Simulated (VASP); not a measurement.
Write the native input for VASP 6.6.1 that does the following.

- Task: single point
- Functional: PBE
- Potentials or basis: VASP PAW PBE potentials, release 64 (Al, O)
- Cutoff: 520 eV
- k mesh: 6 × 6 × 6
- Occupations: gaussian, width 0.1 eV
- Spin: no spin polarisation
- Dipole correction: no
- Further INCAR settings: ALGO = Normal; EDIFF = 1e-06; NBANDS = 26

The structure of AlO5 lies in POSCAR:

```
AlO5
1.0
    4.4093956500      0.0000000000      0.0000000000
   -2.2046978300      3.8186486500      0.0000000000
    0.0000000000      0.0000000000      3.5876915700
Al O
1 5
Direct
    0.0000000000      0.0000000000      0.0000000000
    0.3333333300      0.6666666700      0.0000000000
    0.6666666700      0.3333333300      0.0000000000
    0.5000000000      0.0000000000      0.5000000000
    0.5000000000      0.5000000000      0.5000000000
    0.0000000000      0.5000000000      0.5000000000
```

The input as run:

INCAR

```
SYSTEM = AlO5
PREC = Accurate ; ENCUT = 520
EDIFF = 1E-6 ; ISMEAR = 0
SIGMA = 0.1 ; LREAL = .FALSE.
LASPH = .TRUE. ; NELM = 80
ALGO = Normal ; ISIF = 2
LWAVE = .FALSE. ; LCHARG = .TRUE.
GGA = PE ; LELF = .TRUE.
LVHAR = .TRUE. ; NBANDS = 26
```

KPOINTS

```
regular mesh
0
G
  6 6 6
  0 0 0
```

Potentials or basis: VASP PAW PBE potentials, release 64 (Al, O).

Run with:

```sh
$ cat potpaw_PBE.64/Al/POTCAR potpaw_PBE.64/O/POTCAR > POTCAR
$ mpirun -np 1 vasp_std > vasp.out
```

Results of the run:

```yaml
Pressure: -12.3 GPa
```

Caveat: an odd number of electrons without spin polarisation forces a metal; a magnetic or distorted state may lie lower.

Wall time 23 s on 1 thread of AMD EPYC 9R45 96-Core Processor (Zen 5) (shared host), peak memory 0.16 GiB.
